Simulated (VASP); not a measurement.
# Mg3ZnSi4P8: single point with PBEsol

The system is Mg3ZnSi4P8.

```
Zn Mg Si P
1.0
    11.27558   -0.00007   -0.00001
    -0.00007   11.27558   -0.00001
    -0.00001   -0.00001   10.17296
Zn Mg Si P
4 12 16 32
Cartesian
  0.0121 0.0180 0.0051
  5.6262 8.4842 2.5170
  2.8370 0.0206 7.6595
  2.8380 2.8185 5.1163
  0.0232 5.6462 0.0117
  5.6486 0.0284 0.0024
  5.6496 5.6385 10.1425
  0.0296 2.8213 2.5299
  0.0084 8.4690 2.5363
  5.6401 2.8373 2.5446
  2.8235 5.6638 7.6254
  8.4477 0.0125 7.6325
  8.4668 5.6311 7.6233
  2.8231 8.4497 5.0812
  8.4878 2.8164 5.0700
  8.4913 8.4737 5.0536
  0.0004 0.0274 5.0784
  11.2691 5.6264 5.0891
  5.6781 0.0027 5.0896
  5.6016 5.6503 5.0676
  2.8447 0.0222 2.5617
  2.7892 5.6467 2.5264
  8.4461 0.0004 2.5346
  8.4477 5.6507 2.5325
  2.8526 2.8032 10.1664
  2.8501 8.4551 0.0141
  8.4892 2.8562 10.1721
  8.4548 8.4422 10.1670
  0.0154 2.7996 7.6226
  0.0193 8.4907 7.6510
  5.6462 2.8056 7.6429
  5.6166 8.4633 7.6385
  1.6036 1.3922 1.2551
  1.6055 7.0447 1.2841
  7.2367 1.3868 1.2630
  7.2238 7.0059 1.2851
  1.2473 1.3930 6.3619
  1.2147 7.0580 6.3586
  6.8437 1.4202 6.3851
  6.8543 7.0129 6.3781
  4.0110 4.2139 1.3071
  4.0455 9.8681 1.2865
  9.6409 4.2351 1.2945
  9.6573 9.8810 1.2819
  4.2067 1.2164 3.8148
  4.2180 6.8734 3.7981
  9.8822 1.2064 3.7891
  9.8484 6.8183 3.8497
  1.4112 4.4192 3.7975
  1.3962 10.0936 3.7853
  7.0653 4.4531 3.8145
  7.0021 10.0802 3.8351
  1.4125 4.0343 8.9166
  1.4335 9.6689 8.8985
  7.0440 4.0095 8.8704
  7.0335 9.6481 8.9077
  4.4448 4.2312 6.3728
  4.4161 9.8914 6.3469
  10.0993 4.2255 6.3216
  10.0692 9.7933 6.3659
  4.2410 1.5798 8.9118
  4.2268 7.2493 8.9267
  9.8881 1.6057 8.9104
  9.8896 7.2379 8.9237
```

* Program: VASP 6.6.1
* Task: single point
* Functional: PBEsol
* Potentials or basis: VASP PAW PBE potentials, release 64 (Zn, Mg, Si, P)
* Cutoff: 520 eV
* k mesh: 1 × 1 × 1, shifted
* Occupations: fermi-dirac, width 0.05 eV
* Spin: no spin polarisation
* Dipole correction: no
* Further INCAR settings: LREAL = Auto; ALGO = Normal; EDIFF = 1e-07; NBANDS = 186; ISYM = 0

```json
{"Pressure": "0.3 GPa", "Largest force": "1.268 eV/Å", "Band gap on the k mesh": "1.77 eV"}
```

Forces on the atoms (eV/Å):
```
Zn   0.024 -0.143  0.006
Zn   0.035 -0.155  0.118
Zn  -0.040 -0.136 -0.124
Zn  -0.034  0.035 -0.068
Mg  -0.146 -0.196  0.059
Mg  -0.017 -0.468 -0.009
Mg  -0.218 -0.268  0.154
Mg  -0.111 -0.065 -0.091
Mg  -0.188 -0.099  0.132
Mg   0.093 -0.108  0.130
Mg  -0.074 -0.203  0.016
Mg   0.182 -0.293  0.052
Mg   0.187 -0.063 -0.029
Mg  -0.165  0.318 -0.066
Mg  -0.213 -0.005 -0.002
Mg  -0.542 -0.208  0.099
Si  -0.005 -0.634  0.177
Si   0.538  0.247 -0.086
Si  -0.953  0.471  0.315
Si   0.528 -0.028  0.012
Si  -0.506 -0.321 -0.268
Si   0.392 -0.108  0.254
Si  -0.127  0.022  0.157
Si   0.075 -0.122  0.429
Si  -0.509  0.135  0.050
Si  -0.327  0.040  0.173
Si  -0.495 -0.608  0.047
Si  -0.137  0.050  0.203
Si   0.210  0.286  0.085
Si   0.028 -0.729 -0.055
Si  -0.350 -0.036 -0.219
Si   0.184 -0.097 -0.238
P    0.112 -0.408 -0.352
P    0.363  0.343 -0.219
P    0.710  0.611 -0.079
P   -0.116  1.184  0.041
P    0.713  0.095  0.055
P   -0.530 -0.051  0.015
P   -0.070 -0.062 -0.352
P   -0.688  0.443 -0.175
P   -0.144  0.143 -0.360
P    0.244 -0.296  0.270
P    0.098  0.126 -0.061
P    0.243  0.128 -0.552
P    0.162  0.447  0.699
P    0.389  0.031 -0.480
P   -0.224 -0.257  0.050
P    0.195 -0.128 -0.444
P    0.485 -0.090  0.631
P    0.155  0.221  0.255
P   -0.263  0.168  0.157
P    0.316 -0.582 -0.868
P    0.131 -0.563 -0.117
P    0.117  1.080  0.301
P    0.291 -0.216  0.310
P    0.082 -0.193  0.015
P   -0.464 -0.487 -0.335
P   -0.098  0.319  0.484
P    0.096 -0.367  0.515
P    0.397  1.175 -0.264
P   -0.464  0.035 -0.506
P    0.077  0.348 -0.211
P    0.352 -0.201  0.301
P    0.013  0.490 -0.139
```

Stress tensor (GPa, compression positive):
```
 0.12 -0.66  0.32
-0.66  0.13  0.29
 0.32  0.29  0.55
```

Levels at points of the mesh, in eV from the valence-band top:
```csv
k point,band 144,band 145,band 146,band 147,band 148,band 149,band 150,band 151,band 152,band 153
"(0.25, 0.25, 0.25)",-0.31,-0.24,-0.16,-0.13,0.00,1.77,2.00,2.07,2.31,2.32
```

Run time: 49 min on 1 thread of Intel Xeon 8259CL (shared host), peak memory 1.2 GiB.

Caveat: the PAW data sets were made with another functional, which shifts forces and pressure a little; a shifted mesh leaves out Γ, where band edges can lie. A k mesh can miss the band edges.
